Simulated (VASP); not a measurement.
# In2O3 (P-3m1) in VASP: single point with r2SCAN

Aim: the single point of In2O3 with r2SCAN.

Program: VASP 6.6.1. These are calculated values, not measurements. Logs are shortened: lines on timing, memory, paths and dates and some standing lists are left out, and cuts for length are marked.

### 1 The cell of the first run

Symmetry: P-3m1, No. 164, trigonal system. Conventional cell: a = 3.421 Å, b = 3.421 Å, c = 6.094 Å, α = 90.00°, β = 90.00°, γ = 120.00°. In (site symmetry 3m) has 7 O at 2.08 to 2.54 Å within 2.8 Å. Within 3.2 Å of O (site symmetry -3m) lie 6 In at 2.45 Å and 6 O at 2.89 Å. O (site symmetry 3m) has 4 In at 2.08 to 2.54 Å and 3 O at 2.73 Å within 2.8 Å.

### 2 Single point, r2SCAN

File POSCAR:

```
In2O3
1.0
    3.4205949131      0.0000000000      0.0000000000
   -1.7102974565      2.9623220908      0.0000000000
    0.0000000000      0.0000000000      6.0937722870
In O
2 3
Direct
    0.3333333333      0.6666666667      0.2371746675
    0.6666666667      0.3333333333      0.7628253325
    0.0000000000      0.0000000000      0.0000000000
    0.3333333333      0.6666666667      0.6541921159
    0.6666666667      0.3333333333      0.3458078841
```

File INCAR.step1:

```
SYSTEM = In2O3
  PREC = Accurate
  ENCUT = 520
  ISMEAR = 0
  SIGMA = 0.02
  LREAL = .False.
  LASPH = .True.
  NELM = 60
  NBANDS = 30
  GGA = PE
  ALGO = Normal
  EDIFF = 1E-4
  LWAVE = .True.
  LCHARG = .False.
```

File INCAR.step2:

```
SYSTEM = In2O3
  PREC = Accurate
  ENCUT = 520
  EDIFF = 1E-6
  ISMEAR = 0
  SIGMA = 0.02
  LREAL = .False.
  LASPH = .True.
  NELM = 60
  ALGO = Normal
  ISIF = 2
  LWAVE = .False.
  LCHARG = .True.
  METAGGA = R2SCAN
  LMIXTAU = .True.
  LELF = .True.
  LVHAR = .True.
  NBANDS = 30
  ISTART = 1
```

File KPOINTS:

```
regular mesh
0
Gamma
  12 12 6
  0 0 0
```

Potentials or basis: VASP PAW PBE potentials, release 64 (In_d, O).

Started as:

```sh
$ cat potpaw_PBE.64/In_d/POTCAR potpaw_PBE.64/O/POTCAR > POTCAR
$ cp INCAR.step1 INCAR
$ mpirun -np 1 vasp_std > vasp.out
$ cp INCAR.step2 INCAR
$ mpirun -np 1 vasp_std > vasp.out
```

OUTCAR:

```text
SYSTEM = In2O3
   PREC = Accurate
   ENCUT = 520
   EDIFF = 1E-6
   ISMEAR = 0
   LREAL = .False.
   LASPH = .True.
   NELM = 60
   ISIF = 2
   METAGGA = R2SCAN
   ISTART = 1

 ion  position               nearest neighbor table
   1  0.333  0.667  0.237-   5 2.08   5 2.08   5 2.08   3 2.45   3 2.45   3 2.45   4 2.54   2 3.50
                             2 3.50   2 3.50   2 3.76   2 3.76   2 3.76
   2  0.667  0.333  0.763-   4 2.08   4 2.08   4 2.08   3 2.45   3 2.45   3 2.45   5 2.54   1 3.50
                             1 3.50   1 3.50   1 3.76   1 3.76   1 3.76
   3  0.000  0.000  0.000-   1 2.45   2 2.45   1 2.45   2 2.45   2 2.45   1 2.45
   4  0.333  0.667  0.654-   2 2.08   2 2.08   2 2.08   1 2.54
   5  0.667  0.333  0.346-   1 2.08   1 2.08   1 2.08   2 2.54

  LATTYP: Found a hexagonal cell.
 ALAT       =     3.4205949131
 C/A-ratio  =     1.7814948691

  Lattice vectors:

 A1 = (   3.4205949131,   0.0000000000,   0.0000000000)
 A2 = (  -1.7102974565,   2.9623220908,   0.0000000000)
 A3 = (   0.0000000000,   0.0000000000,   6.0937722870)

Analysis of symmetry for initial positions (statically):
=====================================================================
 Subroutine PRICEL returns:
 Original cell was already a primitive cell.

 Routine SETGRP: Setting up the symmetry group for a
 hexagonal supercell.

 Subroutine GETGRP returns: Found 12 space group operations
 (whereof 12 operations were pure point group operations)
 out of a pool of 24 trial point group operations.

The static configuration has the point symmetry D_3d.

Analysis of symmetry for dynamics (positions and initial velocities):
=====================================================================
 Subroutine PRICEL returns:
 Original cell was already a primitive cell.

 Routine SETGRP: Setting up the symmetry group for a
 hexagonal supercell.

 Subroutine GETGRP returns: Found 12 space group operations
 (whereof 12 operations were pure point group operations)
 out of a pool of 24 trial point group operations.

The dynamic configuration has the point symmetry D_3d.

 Subroutine INISYM returns: Found 12 space group operations
 (whereof 12 operations are pure point group operations),
 and found     1 'primitive' translations

----------------------------------------------------------------------------------------

                                     Primitive cell

  volume of cell :      61.7476

  direct lattice vectors                    reciprocal lattice vectors
     3.420594913  0.000000000  0.000000000     0.292346807  0.168786508  0.000000000
    -1.710297456  2.962322091  0.000000000     0.000000000  0.337573015  0.000000000
     0.000000000  0.000000000  6.093772287     0.000000000  0.000000000  0.164101964

  length of vectors
     3.420594913  3.420594913  6.093772287     0.337573015  0.337573015  0.164101964

  position of ions in fractional coordinates (direct lattice)
     0.333333333  0.666666667  0.237174667
     0.666666667  0.333333333  0.762825333
     0.000000000  0.000000000  0.000000000
     0.333333333  0.666666667  0.654192116
     0.666666667  0.333333333  0.345807884

  ion indices of the primitive-cell ions
   primitive index   ion index
                 1           1
                 2           2
                 3           3
                 4           4
                 5           5

----------------------------------------------------------------------------------------

 KPOINTS: regular mesh

Automatic generation of k-mesh.
 Grid dimensions read from file:
 generate k-points for:   12   12    6

 Generating k-lattice:

  Cartesian coordinates                     Fractional coordinates (reciprocal lattice)
     0.024362234  0.014065542  0.000000000     0.083333333  0.000000000  0.000000000
     0.000000000  0.028131085  0.000000000     0.000000000  0.083333333  0.000000000
     0.000000000  0.000000000  0.027350327     0.000000000  0.000000000  0.166666667

  Length of vectors
     0.028131085  0.028131085  0.027350327

  Shift w.r.t. Gamma in fractional coordinates (k-lattice)
     0.000000000  0.000000000  0.000000000

 Subroutine IBZKPT returns following result:
 ===========================================

 Found    100 irreducible k-points:

 Following reciprocal coordinates:
            Coordinates               Weight
  0.000000  0.000000  0.000000      1.000000
  0.083333 -0.000000  0.000000      6.000000
  0.166667 -0.000000  0.000000      6.000000
  0.250000 -0.000000  0.000000      6.000000
  0.333333  0.000000  0.000000      6.000000
  0.416667 -0.000000  0.000000      6.000000
[... 16 lines left out ...]
  0.166667 -0.000000  0.166667      6.000000
  0.000000  0.166667  0.166667      6.000000
 [... further k-points ...]
   k-points           NKPTS =    100   k-points in BZ     NKDIM =    100   number of bands    NBANDS=     30
   number of dos      NEDOS =    301   number of ions     NIONS =      5
   total plane-waves  NPLWV =  37632
   dimension x,y,z NGX =    28 NGY =   28 NGZ =   48
   dimension x,y,z NGXF=    56 NGYF=   56 NGZF=   96
   ions per type =               2   3
   NGX,Y,Z   is equivalent  to a cutoff of  13.61, 13.61, 13.10 a.u.
   NGXF,Y,Z  is equivalent  to a cutoff of  27.22, 27.22, 26.19 a.u.
 SYSTEM =  In2O3
   PREC   = accura    normal or accurate (medium, high low for compatibility)
   ISTART =      1    job   : 0-new  1-cont  2-samecut
   ICHARG =      0    charge: 1-file 2-atom 10-const
   ISPIN  =      1    spin polarized calculation?
   LNONCOLLINEAR =      F non collinear calculations
   LSORBIT =      F    spin-orbit coupling
   LASPH  =      T    aspherical Exc in radial PAW
   ENCUT  =  520.0 eV  38.22 Ry    6.18 a.u.   6.36  6.36 11.33*2*pi/ulx,y,z
   NELM   =     60;   NELMIN=  2; NELMDL=  0     # of ELM steps
   EDIFF  = 0.1E-05   stopping-criterion for ELM
   LREAL  =      F    real-space projection
   EDIFFG = 0.1E-04   stopping-criterion for IOM
   NSW    =      0    number of steps for IOM
   IBRION =     -1    ionic relax: 0-MD 1-quasi-New 2-CG
   NFREE  =      0    steps in history (QN), initial steepest desc. (CG)
   ISIF   =      2    stress and relaxation
   ISYM   =      2    0-nonsym 1-usesym 2-fastsym
   POTIM  = 0.5000    time-step for ionic-motion
   TEBEG  =    0.0;   TEEND  =   0.0 temperature during run
   PSTRESS=    0.0 pullay stress
   NELECT =      44.0000    total number of electrons
   NUPDOWN=      -1.0000    fix difference up-down
   EMIN   =  10.00;   EMAX   =-10.00  energy-range for DOS
   EFERMI =   0.00;   METHOD = LEGACY
   ISMEAR =     0;   SIGMA  =   0.02  broadening in eV -4-tet -1-fermi 0-gaus
   EFERMI_NEDOS =   21; number of points for ismear=-14 and -15
   IALGO  =     38    algorithm
   IMIX   =      4    mixing-type and parameters
     AMIX     =   0.40;   BMIX     =  1.00
     AMIX_MAG =   1.60;   BMIX_MAG =  1.00
  volume/ion in A,a.u.               =      12.35        83.34
  Fermi-wavevector in a.u.,A,eV,Ry     =   1.462241  2.763235 29.091287  2.138149
  Thomas-Fermi vector in A             =   2.578478
   LORBIT       =      0    0 simple, 1 ext, 2 COOP (PROOUT), +10 PAW based schemes
   METAGGA = R2SCAN    functional components
   LHFCALC =     F    Hartree Fock is set to
   AEXX    =    0.0000 exact exchange contribution
   IVDW    =     0    specifies the selected vdW correction
   LEPSILON=     F    determine dielectric tensor
   LRPA    =     F    only Hartree local field effects (RPA)
 non-spin polarized calculation
 Gauss-broadening in eV      SIGMA  =   0.02
  energy-cutoff  :      520.00
  volume of cell :       61.75
 maximum number of plane-waves:      1690
 NGX is ok and might be reduce to    28
   NGX = 13   NGY = 13   NGZ = 23

 number of electron      44.0000000 magnetization

 Free energy of the ion-electron system (eV)
  ---------------------------------------------------
  ext. energy  EPLUGINS =         0.00000000
  ---------------------------------------------------
  free energy    TOTEN  =       -71.48620903 eV

  energy without entropy =      -71.48620903  energy(sigma->0) =      -71.48620903

 E-fermi :   5.9690     XC(G=0): -12.1351

 val. band max:        5.8575219515   @ k =   0.2500  -0.0000   0.1667
 cond. band min:       7.1627634501   @ k =   0.0000   0.0000   0.0000
 fundamental gap:      1.3052414987
 Fermi energy:         5.9690426003

 k-point     1 :       0.0000    0.0000    0.0000
  band No.  band energies     occupation
      1     -13.0076      2.00000
      2     -12.0478      2.00000
      3     -11.2977      2.00000
      4      -7.1752      2.00000
      5      -7.1752      2.00000
      6      -7.1393      2.00000
[... 22 lines left out ...]
     29      18.8719      0.00000
     30      18.8719      0.00000

 k-point     2 :       0.0833   -0.0000    0.0000
  band No.  band energies     occupation
      1     -12.9648      2.00000
      2     -12.0460      2.00000
      3     -11.3214      2.00000
      4      -7.1524      2.00000
      5      -7.1459      2.00000
      6      -7.1330      2.00000
[... 22 lines left out ...]
     29      18.4477      0.00000
     30      18.9615      0.00000

 k-point     3 :       0.1667   -0.0000    0.0000
  band No.  band energies     occupation
      1     -12.8469      2.00000
      2     -12.0451      2.00000
      3     -11.3777      2.00000
      4      -7.1101      2.00000
      5      -7.0984      2.00000
      6      -7.0842      2.00000
[... 22 lines left out ...]
     29      18.5610      0.00000
     30      19.2046      0.00000

 k-point     4 :       0.2500   -0.0000    0.0000
  band No.  band energies     occupation
      1     -12.6857      2.00000
      2     -12.0564      2.00000
      3     -11.4315      2.00000
      4      -7.0601      2.00000
      5      -7.0564      2.00000
      6      -7.0267      2.00000
[... 616 lines left out ...]
     29      18.7218      0.00000
     30      19.3005      0.00000

 k-point    23 :       0.1667   -0.0000    0.1667
  band No.  band energies     occupation
      1     -12.8106      2.00000
      2     -12.1174      2.00000
      3     -11.3410      2.00000
      4      -7.1261      2.00000
      5      -7.1161      2.00000
      6      -7.0777      2.00000
[... 22 lines left out ...]
     29      18.7876      0.00000
     30      19.6746      0.00000

 k-point    24 :       0.0000    0.1667    0.1667
  band No.  band energies     occupation
      1     -12.8159      2.00000
      2     -12.1048      2.00000
      3     -11.3489      2.00000
      4      -7.1057      2.00000
      5      -7.0981      2.00000
      6      -7.0886      2.00000
[... 22 lines left out ...]
     29      18.8133      0.00000
     30      19.4024      0.00000

 [... further k-points ...]
[... 5 lines left out ...]
  --------------------------------------------------------------------------------------
  -------------------------------------------------------------------------------------
  Total        0.4615472      0.4615472      0.2479126      0.0000000     -0.0000000      0.0000000
  in kB       11.9758552     11.9758552      6.4326364      0.0000000     -0.0000000      0.0000000
  external PRESSURE =      10.1281156 kB  Pullay stress =       0.0000000 kB

 VOLUME and BASIS-vectors are now :
 -----------------------------------------------------------------------------
  energy-cutoff  :      520.00
  volume of cell :       61.75
      direct lattice vectors                 reciprocal lattice vectors
     3.420594913  0.000000000  0.000000000     0.292346807  0.168786508  0.000000000
    -1.710297456  2.962322091  0.000000000     0.000000000  0.337573015  0.000000000
     0.000000000  0.000000000  6.093772287     0.000000000  0.000000000  0.164101964

 POSITION                                       TOTAL-FORCE (eV/Angst)
 -----------------------------------------------------------------------------------
     -0.00000      1.97488      1.44529        -0.000000      0.000000     -0.004007
      1.71030      0.98744      4.64848         0.000000     -0.000000      0.004007
      0.00000      0.00000      0.00000        -0.000000      0.000000      0.000000
     -0.00000      1.97488      3.98650        -0.000000      0.000000     -0.021955
      1.71030      0.98744      2.10727        -0.000000     -0.000000      0.021955
 -----------------------------------------------------------------------------------
    total drift:                               -0.000000      0.000000      0.000000

  FREE ENERGIE OF THE ION-ELECTRON SYSTEM (eV)
  ---------------------------------------------------
  free  energy   TOTEN  =       -71.4862090316 eV

  energy  without entropy=      -71.4862090316  energy(sigma->0) =      -71.48620903
```

Run time: 26 min. Hardware: 1 thread of Intel Xeon 8259CL, shared host; peak memory 0.3 GiB.

What came out:

| Quantity | Value |
| --- | --- |
| Free energy | -71.4862 eV |
| Pressure | 1.0 GPa |
| Largest force | 0.022 eV/Å |
| Band gap on the k mesh | 1.31 eV, indirect (least direct gap 1.32 eV) |

Forces on the atoms (eV/Å):
```
In   0.000  0.000 -0.004
In   0.000  0.000  0.004
O    0.000  0.000  0.000
O    0.000  0.000 -0.022
O    0.000  0.000  0.022
```

Caveat: the PAW data sets were made with another functional, which shifts forces and pressure a little; spin-orbit coupling is left out, which moves the levels of the heavy elements. r2SCAN opens gaps a little over a GGA but as a rule still falls short of measured ones.
